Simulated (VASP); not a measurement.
# SiO2 (P6_422) in VASP: notebook, part 2 of 2

VASP 6.6.1. Earlier steps stand in the parts before.

## Step 4: Single point, r2SCAN

Input file POSCAR:

```
SiO2
1.0
    5.0596778134      0.0000000000      0.0000000000
   -2.5298389067      4.3818095213      0.0000000000
    0.0000000000      0.0000000000      5.5410855914
Si O
3 6
Direct
    0.0000000000      0.5000000000      0.3333333333
    0.5000000000      0.5000000000      0.6666666667
    0.5000000000      0.0000000000      0.0000000000
    0.5834989521      0.7917494760      0.8333333333
    0.7917494760      0.5834989521      0.5000000000
    0.7917494760      0.2082505240      0.1666666667
    0.4165010479      0.2082505240      0.8333333333
    0.2082505240      0.4165010479      0.5000000000
    0.2082505240      0.7917494760      0.1666666667
```

Input file INCAR.step1:

```
PREC = Accurate
ENCUT = 520
ISMEAR = 0
SIGMA = 0.02
LREAL = F
LASPH = T
NELM = 60
NBANDS = 34
GGA = PE
ALGO = Normal
EDIFF = 1E-4
LWAVE = T
LCHARG = F
```

Input file INCAR.step2:

```
PREC = Accurate
ENCUT = 520
EDIFF = 1E-7
ISMEAR = 0
SIGMA = 0.02
LREAL = F
LASPH = T
NELM = 60
ALGO = Normal
ISIF = 2
LWAVE = F
LCHARG = T
METAGGA = R2SCAN
LMIXTAU = T
LELF = T
LVHAR = T
NBANDS = 34
ISTART = 1
```

Input file KPOINTS:

```
Automatic mesh
0
Gamma
  6 6 4
```

Potentials or basis: VASP PAW PBE potentials, release 64 (Si, O).

The run is started by

```sh
> cat potpaw_PBE.64/Si/POTCAR potpaw_PBE.64/O/POTCAR > POTCAR
> cp INCAR.step1 INCAR
> mpirun -np 1 vasp_std > vasp.out
> cp INCAR.step2 INCAR
> mpirun -np 1 vasp_std > vasp.out
```

OUTCAR:

```text
PREC = Accurate
   ENCUT = 520
   EDIFF = 1E-7
   ISMEAR = 0
   LREAL = F
   LASPH = T
   NELM = 60
   ISIF = 2
   METAGGA = R2SCAN
   ISTART = 1

 ion  position               nearest neighbor table
   1  0.000  0.500  0.333-   6 1.61   9 1.61   8 1.61   5 1.61   3 3.13   3 3.13   2 3.13   2 3.13

   2  0.500  0.500  0.667-   4 1.61   7 1.61   5 1.61   8 1.61   3 3.13   3 3.13   1 3.13   1 3.13

   3  0.500  0.000  0.000-   6 1.61   9 1.61   7 1.61   4 1.61   1 3.13   2 3.13   2 3.13   1 3.13

   4  0.583  0.792  0.833-   2 1.61   3 1.61
   5  0.792  0.583  0.500-   2 1.61   1 1.61
   6  0.792  0.208  0.167-   1 1.61   3 1.61
   7  0.417  0.208  0.833-   2 1.61   3 1.61
   8  0.208  0.417  0.500-   2 1.61   1 1.61
   9  0.208  0.792  0.167-   1 1.61   3 1.61

  LATTYP: Found a hexagonal cell.
 ALAT       =     5.0596778134
 C/A-ratio  =     1.0951459353

  Lattice vectors:

 A1 = (   5.0596778134,   0.0000000000,   0.0000000000)
 A2 = (  -2.5298389067,   4.3818095213,   0.0000000000)
 A3 = (   0.0000000000,   0.0000000000,   5.5410855914)

Analysis of symmetry for initial positions (statically):
=====================================================================
 Subroutine PRICEL returns:
 Original cell was already a primitive cell.

 Routine SETGRP: Setting up the symmetry group for a
 hexagonal supercell.

 Subroutine GETGRP returns: Found 12 space group operations
 (whereof  4 operations were pure point group operations)
 out of a pool of 24 trial point group operations.

The static configuration has the point symmetry D_2 .
 The point group associated with its full space group is D_6 .

Analysis of symmetry for dynamics (positions and initial velocities):
=====================================================================
 Subroutine PRICEL returns:
 Original cell was already a primitive cell.

 Routine SETGRP: Setting up the symmetry group for a
 hexagonal supercell.

 Subroutine GETGRP returns: Found 12 space group operations
 (whereof  4 operations were pure point group operations)
 out of a pool of 24 trial point group operations.

The dynamic configuration has the point symmetry D_2 .
 The point group associated with its full space group is D_6 .

 Subroutine INISYM returns: Found 12 space group operations
 (whereof  4 operations are pure point group operations),
 and found     1 'primitive' translations

----------------------------------------------------------------------------------------

                                     Primitive cell

  volume of cell :     122.8489

  direct lattice vectors                    reciprocal lattice vectors
     5.059677813  0.000000000  0.000000000     0.197641043  0.114108109  0.000000000
    -2.529838907  4.381809521  0.000000000     0.000000000  0.228216219  0.000000000
     0.000000000  0.000000000  5.541085591     0.000000000  0.000000000  0.180470051

  length of vectors
     5.059677813  5.059677813  5.541085591     0.228216219  0.228216219  0.180470051

  position of ions in fractional coordinates (direct lattice)
     0.000000000  0.500000000  0.333333333
     0.500000000  0.500000000  0.666666667
     0.500000000  0.000000000  0.000000000
     0.583498952  0.791749476  0.833333333
[... 50 lines left out ...]
  0.166667  0.166667  0.000000      6.000000
  0.333333  0.166667  0.000000     12.000000
[... 13 lines left out ...]
  0.333333  0.166667  0.500000     12.000000
  0.333333  0.333333  0.500000      2.000000
   k-points           NKPTS =     21   k-points in BZ     NKDIM =     21   number of bands    NBANDS=     34
   number of dos      NEDOS =    301   number of ions     NIONS =      9
   total plane-waves  NPLWV =  67200
   dimension x,y,z NGX =    40 NGY =   40 NGZ =   42
   dimension x,y,z NGXF=    80 NGYF=   80 NGZF=   84
   ions per type =               3   6
   NGX,Y,Z   is equivalent  to a cutoff of  13.14, 13.14, 12.60 a.u.
   NGXF,Y,Z  is equivalent  to a cutoff of  26.29, 26.29, 25.20 a.u.
 SYSTEM =  unknown system
   PREC   = accura    normal or accurate (medium, high low for compatibility)
   ISTART =      1    job   : 0-new  1-cont  2-samecut
   ICHARG =      0    charge: 1-file 2-atom 10-const
   ISPIN  =      1    spin polarized calculation?
   LNONCOLLINEAR =      F non collinear calculations
   LSORBIT =      F    spin-orbit coupling
   LASPH  =      T    aspherical Exc in radial PAW
   ENCUT  =  520.0 eV  38.22 Ry    6.18 a.u.   9.41  9.41 10.30*2*pi/ulx,y,z
   NELM   =     60;   NELMIN=  2; NELMDL=  0     # of ELM steps
   EDIFF  = 0.1E-06   stopping-criterion for ELM
   LREAL  =      F    real-space projection
   EDIFFG = 0.1E-05   stopping-criterion for IOM
   NSW    =      0    number of steps for IOM
   IBRION =     -1    ionic relax: 0-MD 1-quasi-New 2-CG
   NFREE  =      0    steps in history (QN), initial steepest desc. (CG)
   ISIF   =      2    stress and relaxation
   ISYM   =      2    0-nonsym 1-usesym 2-fastsym
   POTIM  = 0.5000    time-step for ionic-motion
   TEBEG  =    0.0;   TEEND  =   0.0 temperature during run
   PSTRESS=    0.0 pullay stress
   NELECT =      48.0000    total number of electrons
   NUPDOWN=      -1.0000    fix difference up-down
   EMIN   =  10.00;   EMAX   =-10.00  energy-range for DOS
   EFERMI =   0.00;   METHOD = LEGACY
   ISMEAR =     0;   SIGMA  =   0.02  broadening in eV -4-tet -1-fermi 0-gaus
   EFERMI_NEDOS =   21; number of points for ismear=-14 and -15
   IALGO  =     38    algorithm
   IMIX   =      4    mixing-type and parameters
     AMIX     =   0.40;   BMIX     =  1.00
     AMIX_MAG =   1.60;   BMIX_MAG =  1.00
  volume/ion in A,a.u.               =      13.65        92.11
  Fermi-wavevector in a.u.,A,eV,Ry     =   1.196827  2.261676 19.488927  1.432396
  Thomas-Fermi vector in A             =   2.332758
   LORBIT       =      0    0 simple, 1 ext, 2 COOP (PROOUT), +10 PAW based schemes
   METAGGA = R2SCAN    functional components
   LHFCALC =     F    Hartree Fock is set to
   AEXX    =    0.0000 exact exchange contribution
   IVDW    =     0    specifies the selected vdW correction
   LEPSILON=     F    determine dielectric tensor
   LRPA    =     F    only Hartree local field effects (RPA)
 non-spin polarized calculation
 Gauss-broadening in eV      SIGMA  =   0.02
  energy-cutoff  :      520.00
  volume of cell :      122.85
 maximum number of plane-waves:      3344
 NGX is ok and might be reduce to    40
   NGX = 19   NGY = 19   NGZ = 21

 number of electron      47.9999976 magnetization

 Free energy of the ion-electron system (eV)
  ---------------------------------------------------
  ext. energy  EPLUGINS =         0.00000000
  ---------------------------------------------------
  free energy    TOTEN  =       -89.35590710 eV

  energy without entropy =      -89.35590710  energy(sigma->0) =      -89.35590710

 E-fermi :   0.2219     XC(G=0):  -9.2028

 val. band max:        0.0758206670   @ k =   0.5000   0.0000   0.0000
 cond. band min:       6.3726412784   @ k =   0.0000   0.0000   0.0000
 fundamental gap:      6.2968206114
 Fermi energy:         0.2219020311

 k-point     1 :       0.0000    0.0000    0.0000
  band No.  band energies     occupation
      1     -20.3420      2.00000
      2     -18.8944      2.00000
      3     -18.8944      2.00000
      4     -18.3150      2.00000
      5     -18.2699      2.00000
      6     -18.2699      2.00000
[... 766 lines left out ...]
     33      12.4238      0.00000
     34      12.4333      0.00000

------------------------ aborting loop because EDIFF is reached ----------------------------------------

  FORCE on cell =-STRESS in cart. coord.  units (eV):
  Direction    XX          YY          ZZ          XY          YZ          ZX
  --------------------------------------------------------------------------------------
  -------------------------------------------------------------------------------------
  Total        0.0972621      0.0972621      0.1359926     -0.0000000      0.0000000      0.0000000
  in kB        1.2684778      1.2684778      1.7735953     -0.0000000      0.0000000      0.0000000
  external PRESSURE =       1.4368503 kB  Pullay stress =       0.0000000 kB

 VOLUME and BASIS-vectors are now :
 -----------------------------------------------------------------------------
  energy-cutoff  :      520.00
  volume of cell :      122.85
      direct lattice vectors                 reciprocal lattice vectors
     5.059677813  0.000000000  0.000000000     0.197641043  0.114108109  0.000000000
    -2.529838907  4.381809521  0.000000000     0.000000000  0.228216219  0.000000000
     0.000000000  0.000000000  5.541085591     0.000000000  0.000000000  0.180470051

 POSITION                                       TOTAL-FORCE (eV/Angst)
 -----------------------------------------------------------------------------------
     -1.26492      2.19090      1.84703        -0.000000      0.000000     -0.000000
      1.26492      2.19090      3.69406        -0.000000      0.000000      0.000000
      2.52984      0.00000      0.00000        -0.000000      0.000000     -0.000000
      0.94932      3.46930      4.61757        -0.010789     -0.006229      0.000000
      2.52984      2.55678      2.77054        -0.000000     -0.012458      0.000000
      3.47916      0.91251      0.92351        -0.010789      0.006229     -0.000000
      1.58052      0.91251      4.61757         0.010789      0.006229     -0.000000
      0.00000      1.82503      2.77054         0.000000      0.012458     -0.000000
     -0.94932      3.46930      0.92351         0.010789     -0.006229      0.000000
 -----------------------------------------------------------------------------------
    total drift:                                0.000000     -0.000000     -0.000001

  FREE ENERGIE OF THE ION-ELECTRON SYSTEM (eV)
  ---------------------------------------------------
  free  energy   TOTEN  =       -89.3559071008 eV

  energy  without entropy=      -89.3559071008  energy(sigma->0) =      -89.35590710
```

It took 5.4 min on 1 thread of Intel Xeon Platinum 8375C at 2.90GHz (Ice Lake), shared host; peak memory 0.29 GiB.

Results:

| Quantity | Value |
| --- | --- |
| Free energy | -89.3559 eV |
| Pressure | 0.1 GPa |
| Largest force | 0.012 eV/Å |
| Band gap on the k mesh | 6.30 eV, indirect (least direct gap 6.49 eV) |

Forces in eV/Å, atoms in the order of the input:
```
Si   0.000  0.000  0.000
Si   0.000  0.000  0.000
Si   0.000  0.000  0.000
O   -0.011 -0.006  0.000
O    0.000 -0.012  0.000
O   -0.011  0.006  0.000
O    0.011  0.006  0.000
O    0.000  0.012  0.000
O    0.011 -0.006  0.000
```

Levels at points of the mesh, in eV from the valence-band top:
| k point | band 20 | band 21 | band 22 | band 23 | band 24 | band 25 | band 26 | band 27 | band 28 | band 29 |
| --- | --- | --- | --- | --- | --- | --- | --- | --- | --- | --- |
| (0.00, 0.00, 0.00) | -1.00 | -1.00 | -0.46 | -0.46 | -0.19 | 6.30 | 9.73 | 9.73 | 10.07 | 10.07 |
| (0.50, 0.00, 0.00) | -1.20 | -1.17 | -1.02 | -0.35 | 0.00 | 8.41 | 9.27 | 10.39 | 10.53 | 10.56 |
| (0.00, 0.00, 0.50) | -1.84 | -1.17 | -0.29 | 0.00 | 0.00 | 8.17 | 8.17 | 9.24 | 10.74 | 10.74 |
| (0.50, 0.00, 0.50) | -1.33 | -0.94 | -0.73 | -0.70 | -0.34 | 9.51 | 9.90 | 10.00 | 10.15 | 10.41 |

Caveat: the PAW data sets were made with another functional, which shifts forces and pressure a little. r2SCAN opens gaps a little over a GGA but as a rule still falls short of measured ones.
